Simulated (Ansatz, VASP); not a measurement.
# One calculation of MgSi, two programs

INCAR

```
SYSTEM = MgSi
PREC = Accurate
ENCUT = 600
EDIFF = 1E-6
ISMEAR = 0
SIGMA = 0.1
LREAL = .False.
LASPH = .True.
NELM = 80
ALGO = Normal
ISIF = 3
LWAVE = .False.
LCHARG = .False.
GGA = PS
IBRION = 2
NSW = 80
EDIFFG = -0.01
```

KPOINTS

```
regular mesh
0
Gamma
  12 12 12
  0 0 0
```

File POSCAR:

```
MgSi
1.0
    2.0787848328     -4.8867577892      0.0000000000
    2.0787848328      4.8867577892      0.0000000000
    0.0000000000      0.0000000000      3.6478896976
Mg Si
2 2
Direct
    0.6432250772      0.3567749228      0.7500000000
    0.3567749228      0.6432250772      0.2500000000
    0.9213538183      0.0786461817      0.7500000000
    0.0786461817      0.9213538183      0.2500000000
```

Input for Ansatz:

```yaml
crystal:
  lattice:
    - [2.0787848328, -4.8867577892, 0.0]
    - [2.0787848328, 4.8867577892, 0.0]
    - [0.0, 0.0, 3.6478896976]
  atoms:
    - { symbol: Mg, position: [0.6432250772, 0.3567749228, 0.75] }
    - { symbol: Mg, position: [0.3567749228, 0.6432250772, 0.25] }
    - { symbol: Si, position: [0.9213538183, 0.0786461817, 0.75] }
    - { symbol: Si, position: [0.0786461817, 0.9213538183, 0.25] }
basis:
  ecutwfc: 420
kpoints:
  mp_grid: { grid: [12, 12, 12] }
hamiltonian:
  xc: pbesol
scf:
  occupations: { method: gaussian, width: 0.1 }
output:
  forces: true
  stress: true
  eigenvalues: true
relax:
  adjacent_minimum: "off"
  f_tol: 0.01
  max_steps: 60
  cell: { stress_tol: 0.1 }
```

Alike in both runs: task relaxation of cell and atoms; functional PBEsol; k mesh 12 × 12 × 12; occupations gaussian, width 0.1 eV; no spin polarisation.

|  | VASP | Ansatz |
| --- | --- | --- |
| version | VASP 6.6.1 | Ansatz 0.2.0 |
| potentials or method | VASP PAW PBE potentials, release 64 (Mg, Si), cutoff 600 eV | scalar-relativistic, plane waves, PAW |
| valence electrons in the cell | 12 | 28 |

|  | VASP | Ansatz | Ansatz less VASP |
| --- | --- | --- | --- |
| gap on the k mesh at the Fermi level, each at its own relaxed structure (eV) | none | none | - |
| relaxed volume (Å³/atom) | 18.42 | 18.45 | +0.032 |
| relaxed cell length with the largest relative difference (Å) | 5.404 | 5.411 | +0.0068 |

VASP's potentials were made for PBE, not for PBEsol. A gap of «none» marks a metal or a gap that the smearing closes. VASP's potentials hold 12 valence electrons a cell and Ansatz's 28, so a difference there can come from the potentials and not from the codes.
